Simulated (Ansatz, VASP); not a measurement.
## Two plane-wave programs on W2AuN3

```
CELL_PARAMETERS angstrom
2.63483 1.52122 3.10176
-2.63483 1.52122 3.10176
0.00000 -3.04244 3.10176
ATOMIC_POSITIONS crystal
W 0.68542 0.68542 0.68542
W 0.31458 0.31458 0.31458
Au 0.00000 0.00000 0.00000
N 0.00000 0.50000 0.00000
N 0.50000 0.00000 0.00000
N 0.00000 0.00000 0.50000
```

Change from the starting cell: species swapped into the Ho2Al3Fe type (R-3m, No. 166).

Alike in both runs: functional PBE; k mesh 3 × 3 × 3; occupations gaussian, width 0.15 eV; no spin polarisation.

Ansatz relaxed the structure, and its values are those at the end. VASP's run is a single point on that final structure, the one shown.

|  | VASP | Ansatz |
| --- | --- | --- |
| version | VASP 6.6.1 | Ansatz 0.2.0 |
| potentials or method | VASP PAW PBE potentials, release 64 (W_sv, Au, N), cutoff 600 eV | scalar-relativistic, plane waves, PAW |
| valence electrons in the cell | 54 | 62 |

```csv
,VASP,Ansatz,Ansatz less VASP
gap on the k mesh at the Fermi level (eV),none,none,-
pressure (GPa),0.5,0.0,-0.43
rms of the force components (eV/Å),0.032,0.001,-0.0309
```

A gap of «none» marks a metal or a gap that the smearing closes. With one functional, cell and mesh, what is left measures potentials, basis and numerics. VASP's potentials hold 54 valence electrons a cell and Ansatz's 62, so a difference there can come from the potentials and not from the codes.

The k mesh is coarse, so the values compare programs but aren't converged. Spin-orbit coupling is off throughout.
